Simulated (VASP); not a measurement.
# SrAg2B2 (I4/mmm) in VASP: single point with r2SCAN

Aim: the single point of SrAg2B2 with r2SCAN.

All numbers are computed with VASP 6.6.1; they aren't measurements. Logs are shortened: lines on timing, memory, paths and dates and some standing lists are left out, and cuts for length are marked.

## (1) The cell of the first run

Symmetry: I4/mmm, No. 139, tetragonal system. The conventional cell has a = 4.166 Å, b = 4.166 Å, c = 9.334 Å, α = 90.00°, β = 90.00°, γ = 90.00°. B (site symmetry 4mm) has 1 B at 1.58 Å within 2.1 Å. Ag (site symmetry -4m2) has 4 B at 2.59 Å and 4 Ag at 2.95 Å and 4 Sr at 3.13 Å within 3.4 Å. Within 4.0 Å of Sr (site symmetry 4/mmm) lie 10 B at 3.05 to 3.88 Å and 8 Ag at 3.13 Å.

## (2) Single point, r2SCAN

POSCAR

```
SrAg2B2
1.0
    0.0000000000      4.1656556430      0.0000000000
    4.1656556430      0.0000000000      0.0000000000
    2.0828278215      2.0828278215     -4.6671302975
B Ag Sr
2 2 1
Direct
    0.4153734872      0.4153734872      0.1692530255
    0.5846265128      0.5846265128      0.8307469745
    0.7500000000      0.2500000000      0.5000000000
    0.2500000000      0.7500000000      0.5000000000
    0.0000000000      0.0000000000      0.0000000000
```

INCAR.step1

```
SYSTEM = SrAg2B2
ALGO = Normal
EDIFF = 1E-4
ENCUT = 520
GGA = PE
ISMEAR = -1
LASPH = .True.
LCHARG = .False.
LREAL = .False.
LWAVE = .True.
NBANDS = 27
NELM = 60
PREC = Accurate
SIGMA = 0.1
```

INCAR.step2

```
SYSTEM = SrAg2B2
ALGO = Normal
EDIFF = 1E-6
ENCUT = 520
ISIF = 2
ISMEAR = -1
ISTART = 1
LASPH = .True.
LCHARG = .True.
LELF = .True.
LMIXTAU = .True.
LREAL = .False.
LVHAR = .True.
LWAVE = .False.
METAGGA = R2SCAN
NBANDS = 27
NELM = 60
PREC = Accurate
SIGMA = 0.1
```

KPOINTS

```
k-points
0
Gamma
  7 7 7
  0 0 0
```

Potentials or basis: VASP PAW PBE potentials, release 64 (B, Ag, Sr_sv).

Run with:

```bash
cat potpaw_PBE.64/B/POTCAR potpaw_PBE.64/Ag/POTCAR potpaw_PBE.64/Sr_sv/POTCAR > POTCAR
cp INCAR.step1 INCAR
mpirun -np 1 vasp_std > vasp.out
cp INCAR.step2 INCAR
mpirun -np 1 vasp_std > vasp.out
```

OUTCAR:

```text
SYSTEM = SrAg2B2
   EDIFF = 1E-6
   ENCUT = 520
   ISIF = 2
   ISMEAR = -1
   ISTART = 1
   LASPH = .True.
   LREAL = .False.
   METAGGA = R2SCAN
   NELM = 60
   PREC = Accurate

 ion  position               nearest neighbor table
   1  0.415  0.415  0.169-   2 1.58   4 2.59   3 2.59   3 2.59   4 2.59   5 3.05   5 3.05   5 3.05
                             5 3.05
   2  0.585  0.585  0.831-   1 1.58   3 2.59   4 2.59   3 2.59   4 2.59   5 3.05   5 3.05   5 3.05
                             5 3.05
   3  0.750  0.250  0.500-   1 2.59   2 2.59   2 2.59   1 2.59   4 2.95   4 2.95   4 2.95   4 2.95
                             5 3.13   5 3.13   5 3.13   5 3.13
   4  0.250  0.750  0.500-   1 2.59   2 2.59   2 2.59   1 2.59   3 2.95   3 2.95   3 2.95   3 2.95
                             5 3.13   5 3.13   5 3.13   5 3.13
   5  0.000  0.000  0.000-   1 3.05   2 3.05   2 3.05   2 3.05   1 3.05   1 3.05   2 3.05   1 3.05
                             4 3.13   3 3.13   4 3.13   3 3.13   3 3.13   4 3.13   4 3.13   3 3.13

  LATTYP: Found a body centered tetragonal cell.
 ALAT       =     4.1656556430
 C/A-ratio  =     2.2407662551

  Lattice vectors:

 A1 = (  -2.0828278215,   2.0828278215,   4.6671302975)
 A2 = (   2.0828278215,  -2.0828278215,   4.6671302975)
 A3 = (   2.0828278215,   2.0828278215,  -4.6671302975)

Analysis of symmetry for initial positions (statically):
=====================================================================
 Subroutine PRICEL returns:
 Original cell was already a primitive cell.

 Routine SETGRP: Setting up the symmetry group for a
 body centered tetragonal supercell.

 Subroutine GETGRP returns: Found 16 space group operations
 (whereof 16 operations were pure point group operations)
 out of a pool of 16 trial point group operations.

The static configuration has the point symmetry D_4h.

Analysis of symmetry for dynamics (positions and initial velocities):
=====================================================================
 Subroutine PRICEL returns:
 Original cell was already a primitive cell.

 Routine SETGRP: Setting up the symmetry group for a
 body centered tetragonal supercell.

 Subroutine GETGRP returns: Found 16 space group operations
 (whereof 16 operations were pure point group operations)
 out of a pool of 16 trial point group operations.

The dynamic configuration has the point symmetry D_4h.

 Subroutine INISYM returns: Found 16 space group operations
 (whereof 16 operations are pure point group operations),
 and found     1 'primitive' translations

----------------------------------------------------------------------------------------

                                     Primitive cell

  volume of cell :      80.9873

  direct lattice vectors                    reciprocal lattice vectors
     0.000000000  4.165655643  0.000000000     0.000000000  0.240058249  0.107132214
     4.165655643  0.000000000  0.000000000     0.240058249  0.000000000  0.107132214
     2.082827822  2.082827822 -4.667130297     0.000000000  0.000000000 -0.214264427

  length of vectors
     4.165655643  4.165655643  5.518917347     0.262878820  0.262878820  0.214264427

  position of ions in fractional coordinates (direct lattice)
     0.415373487  0.415373487  0.169253025
     0.584626513  0.584626513  0.830746975
     0.750000000  0.250000000  0.500000000
     0.250000000  0.750000000  0.500000000
     0.000000000  0.000000000  0.000000000

  ion indices of the primitive-cell ions
   primitive index   ion index
                 1           1
                 2           2
                 3           3
                 4           4
                 5           5

----------------------------------------------------------------------------------------

 KPOINTS: k-points

Automatic generation of k-mesh.
 Grid dimensions read from file:
 generate k-points for:    7    7    7

 Generating k-lattice:

  Cartesian coordinates                     Fractional coordinates (reciprocal lattice)
     0.000000000  0.034294036  0.015304602     0.142857143  0.000000000 -0.000000000
     0.034294036  0.000000000  0.015304602     0.000000000  0.142857143 -0.000000000
     0.000000000  0.000000000 -0.030609204     0.000000000  0.000000000  0.142857143

  Length of vectors
     0.037554117  0.037554117  0.030609204

  Shift w.r.t. Gamma in fractional coordinates (k-lattice)
     0.000000000  0.000000000  0.000000000

 Subroutine IBZKPT returns following result:
 ===========================================

 Found     40 irreducible k-points:

 Following reciprocal coordinates:
            Coordinates               Weight
  0.000000  0.000000  0.000000      1.000000
  0.142857  0.000000 -0.000000      8.000000
  0.285714  0.000000 -0.000000      8.000000
  0.428571  0.000000  0.000000      8.000000
  0.142857  0.142857 -0.000000      8.000000
  0.285714  0.142857 -0.000000     16.000000
[... 16 lines left out ...]
  0.285714  0.285714  0.142857      8.000000
  0.428571  0.285714  0.142857     16.000000
 [... further k-points ...]
   k-points           NKPTS =     40   k-points in BZ     NKDIM =     40   number of bands    NBANDS=     27
   number of dos      NEDOS =    301   number of ions     NIONS =      5
   total plane-waves  NPLWV =  43008
   dimension x,y,z NGX =    32 NGY =   32 NGZ =   42
   dimension x,y,z NGXF=    64 NGYF=   64 NGZF=   84
   ions per type =               2   2   1
   NGX,Y,Z   is equivalent  to a cutoff of  12.77, 12.77, 12.65 a.u.
   NGXF,Y,Z  is equivalent  to a cutoff of  25.54, 25.54, 25.30 a.u.
 SYSTEM =  SrAg2B2
   PREC   = accura    normal or accurate (medium, high low for compatibility)
   ISTART =      1    job   : 0-new  1-cont  2-samecut
   ICHARG =      0    charge: 1-file 2-atom 10-const
   ISPIN  =      1    spin polarized calculation?
   LNONCOLLINEAR =      F non collinear calculations
   LSORBIT =      F    spin-orbit coupling
   LASPH  =      T    aspherical Exc in radial PAW
   ENCUT  =  520.0 eV  38.22 Ry    6.18 a.u.   7.75  7.75 10.26*2*pi/ulx,y,z
   NELM   =     60;   NELMIN=  2; NELMDL=  0     # of ELM steps
   EDIFF  = 0.1E-05   stopping-criterion for ELM
   LREAL  =      F    real-space projection
   EDIFFG = 0.1E-04   stopping-criterion for IOM
   NSW    =      0    number of steps for IOM
   IBRION =     -1    ionic relax: 0-MD 1-quasi-New 2-CG
   NFREE  =      0    steps in history (QN), initial steepest desc. (CG)
   ISIF   =      2    stress and relaxation
   ISYM   =      2    0-nonsym 1-usesym 2-fastsym
   POTIM  = 0.5000    time-step for ionic-motion
   TEBEG  =    0.0;   TEEND  =   0.0 temperature during run
   PSTRESS=    0.0 pullay stress
   NELECT =      38.0000    total number of electrons
   NUPDOWN=      -1.0000    fix difference up-down
   EMIN   =  10.00;   EMAX   =-10.00  energy-range for DOS
   EFERMI =   0.00;   METHOD = LEGACY
   ISMEAR =    -1;   SIGMA  =   0.10  broadening in eV -4-tet -1-fermi 0-gaus
   EFERMI_NEDOS =   21; number of points for ismear=-14 and -15
   IALGO  =     38    algorithm
   IMIX   =      4    mixing-type and parameters
     AMIX     =   0.40;   BMIX     =  1.00
     AMIX_MAG =   1.60;   BMIX_MAG =  1.00
  volume/ion in A,a.u.               =      16.20       109.31
  Fermi-wavevector in a.u.,A,eV,Ry     =   1.272127  2.403971 22.018406  1.618307
  Thomas-Fermi vector in A             =   2.405022
   LORBIT       =      0    0 simple, 1 ext, 2 COOP (PROOUT), +10 PAW based schemes
   METAGGA = R2SCAN    functional components
   LHFCALC =     F    Hartree Fock is set to
   AEXX    =    0.0000 exact exchange contribution
   IVDW    =     0    specifies the selected vdW correction
   LEPSILON=     F    determine dielectric tensor
   LRPA    =     F    only Hartree local field effects (RPA)
 non-spin polarized calculation
  energy-cutoff  :      520.00
  volume of cell :       80.99
 maximum number of plane-waves:      2191
   NGX = 15   NGY = 15   NGZ = 21

 number of electron      38.0000001 magnetization

 Free energy of the ion-electron system (eV)
  ---------------------------------------------------
  ext. energy  EPLUGINS =         0.00000000
  ---------------------------------------------------
  free energy    TOTEN  =       -71.23058572 eV

  energy without entropy =      -71.17922665  energy(sigma->0) =      -71.20490618

 E-fermi :   5.5145     XC(G=0): -11.6898

 val. band max:        5.5057260643   @ k =   0.2857   0.0000   0.1429
 cond. band min:       5.5830762216   @ k =   0.2857   0.2857   0.1429
 fundamental gap:      0.0773501574
 Fermi energy:         5.5145126668

 k-point     1 :       0.0000    0.0000    0.0000
  band No.  band energies     occupation
      1     -30.2182      2.00000
      2     -11.9075      2.00000
      3     -11.6237      2.00000
      4     -11.6236      2.00000
      5      -4.0871      2.00000
      6      -1.1766      2.00000
[... 19 lines left out ...]
     26      11.4849      0.00000
     27      12.6365      0.00000

 k-point     2 :       0.1429    0.0000   -0.0000
  band No.  band energies     occupation
      1     -30.2165      2.00000
      2     -11.9082      2.00000
      3     -11.6669      2.00000
      4     -11.6175      2.00000
      5      -3.9003      2.00000
      6      -1.1369      2.00000
[... 19 lines left out ...]
     26      11.9872      0.00000
     27      12.3998      0.00000

 k-point     3 :       0.2857    0.0000   -0.0000
  band No.  band energies     occupation
      1     -30.2126      2.00000
      2     -11.9097      2.00000
      3     -11.7600      2.00000
      4     -11.6036      2.00000
      5      -3.4553      2.00000
      6      -1.0003      2.00000
[... 19 lines left out ...]
     26      12.6211      0.00000
     27      13.1747      0.00000

 k-point     4 :       0.4286    0.0000    0.0000
  band No.  band energies     occupation
      1     -30.2095      2.00000
      2     -11.9115      2.00000
      3     -11.8301      2.00000
      4     -11.5924      2.00000
      5      -3.0644      2.00000
      6      -0.8785      2.00000
[... 19 lines left out ...]
     26      12.2132      0.00000
     27      14.2423      0.00000

 k-point     5 :       0.1429    0.1429   -0.0000
  band No.  band energies     occupation
      1     -30.2147      2.00000
      2     -11.9123      2.00000
      3     -11.6670      2.00000
      4     -11.6503      2.00000
      5      -3.7028      2.00000
      6      -1.1426      2.00000
[... 19 lines left out ...]
     26      12.8941      0.00000
     27      13.1650      0.00000

 k-point     6 :       0.2857    0.1429   -0.0000
  band No.  band energies     occupation
      1     -30.2109      2.00000
      2     -11.9126      2.00000
      3     -11.7495      2.00000
      4     -11.6409      2.00000
      5      -3.3396      2.00000
      6      -1.0063      2.00000
[... 444 lines left out ...]
      1     -30.2122      2.00000
      2     -11.9244      2.00000
      3     -11.7567      2.00000
      4     -11.6016      2.00000
      5      -3.3031      2.00000
      6      -1.1554      2.00000
[... 19 lines left out ...]
     26      12.4310      0.00000
     27      12.8937      0.00000

 k-point    22 :      -0.1429    0.0000    0.1429
  band No.  band energies     occupation
      1     -30.2160      2.00000
      2     -11.9257      2.00000
      3     -11.6641      2.00000
      4     -11.6152      2.00000
      5      -3.7265      2.00000
      6      -1.3407      2.00000
[... 19 lines left out ...]
     26      11.8914      0.00000
     27      12.9453      0.00000

 k-point    23 :       0.2857    0.2857    0.1429
  band No.  band energies     occupation
      1     -30.2075      2.00000
      2     -11.8990      2.00000
      3     -11.7433      2.00000
      4     -11.7132      2.00000
      5      -3.2796      2.00000
      6      -0.7769      2.00000
[... 19 lines left out ...]
     26      13.0694      0.00000
     27      13.7917      0.00000

 k-point    24 :       0.4286    0.2857    0.1429
  band No.  band energies     occupation
      1     -30.2046      2.00000
      2     -11.8967      2.00000
      3     -11.7943      2.00000
      4     -11.7092      2.00000
      5      -3.1846      2.00000
      6      -0.7613      2.00000
[... 19 lines left out ...]
     26      12.8280      0.00000
     27      13.4111      0.00000

 [... further k-points ...]

------------------------ aborting loop because EDIFF is reached ----------------------------------------

  FORCE on cell =-STRESS in cart. coord.  units (eV):
  Direction    XX          YY          ZZ          XY          YZ          ZX
  --------------------------------------------------------------------------------------
  -------------------------------------------------------------------------------------
  Total        0.0672374      0.0672374      0.0897449      0.0000000      0.0000000      0.0000000
  in kB        1.3301628      1.3301628      1.7754300      0.0000000      0.0000000      0.0000000
  external PRESSURE =       1.4785852 kB  Pullay stress =       0.0000000 kB

 VOLUME and BASIS-vectors are now :
 -----------------------------------------------------------------------------
  energy-cutoff  :      520.00
  volume of cell :       80.99
      direct lattice vectors                 reciprocal lattice vectors
     0.000000000  4.165655643  0.000000000     0.000000000  0.240058249  0.107132214
     4.165655643  0.000000000  0.000000000     0.240058249  0.000000000  0.107132214
     2.082827822  2.082827822 -4.667130297     0.000000000  0.000000000 -0.214264427

 POSITION                                       TOTAL-FORCE (eV/Angst)
 -----------------------------------------------------------------------------------
      2.08283      2.08283     -0.78993        -0.000000     -0.000000     -0.033629
      4.16566      4.16566     -3.87720         0.000000      0.000000      0.033629
      2.08283      4.16566     -2.33357        -0.000000     -0.000000     -0.000000
      4.16566      2.08283     -2.33357        -0.000000     -0.000000     -0.000000
      0.00000      0.00000      0.00000         0.000000      0.000000     -0.000000
 -----------------------------------------------------------------------------------
    total drift:                               -0.000000     -0.000000     -0.000000

  FREE ENERGIE OF THE ION-ELECTRON SYSTEM (eV)
  ---------------------------------------------------
  free  energy   TOTEN  =       -71.2305857218 eV

  energy  without entropy=      -71.1792266453  energy(sigma->0) =      -71.20490618
```

Wall time 7 min (1 thread of Intel Xeon 8259CL, shared host); peak memory 0.27 GiB.

Results:

```
Free energy            : -71.2306 eV
Pressure               : 0.1 GPa
Largest force          : 0.034 eV/Å
Band gap on the k mesh : zero (bands 19 and 20 overlap by 1.37 eV)
```

Forces in eV/Å, atoms in the order of the input:
```
B    0.000  0.000 -0.034
B    0.000  0.000  0.034
Ag   0.000  0.000  0.000
Ag   0.000  0.000  0.000
Sr   0.000  0.000  0.000
```

Caveat: the PAW data sets were made with another functional, which shifts forces and pressure a little.
